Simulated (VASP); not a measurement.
A run of VASP 6.6.1 is set up as follows.

File INCAR:

```
SYSTEM = P
  PREC = Accurate
  ENCUT = 520
  EDIFF = 1E-6
  ISMEAR = 0
  SIGMA = 0.1
  LREAL = .False.
  LASPH = .True.
  NELM = 60
  ALGO = Normal
  ISIF = 2
  LWAVE = .False.
  LCHARG = .True.
  LELF = .True.
  LVHAR = .True.
  NBANDS = 18
```

Contents of KPOINTS:

```
regular mesh
0
Gamma
  14 14 10
  0 0 0
```

The input POSCAR:

```
P
1.0
    1.6543806565     -5.0818062617      0.0000000000
    1.6543806565      5.0818062617      0.0000000000
    0.0000000000      0.0000000000      4.1308413906
P
4
Direct
    0.8935392166      0.1064607834      0.0711193981
    0.6064607834      0.3935392166      0.5711193981
    0.1064607834      0.8935392166      0.9288806019
    0.3935392166      0.6064607834      0.4288806019
```

Potentials or basis: VASP PAW LDA potentials, release 64 (P).

The run is started by

```bash
$ cat potpaw_LDA.64/P/POTCAR > POTCAR
$ mpirun -np 1 vasp_std > vasp.out
```

(1) Predict the pressure.

(2) Estimate the band gap on the k mesh.

(3) Estimate the largest force.

Answers

(1) -0.3 GPa.

(2) zero (bands 10 and 11 overlap by 0.33 eV).

(3) 0.050 eV/Å.
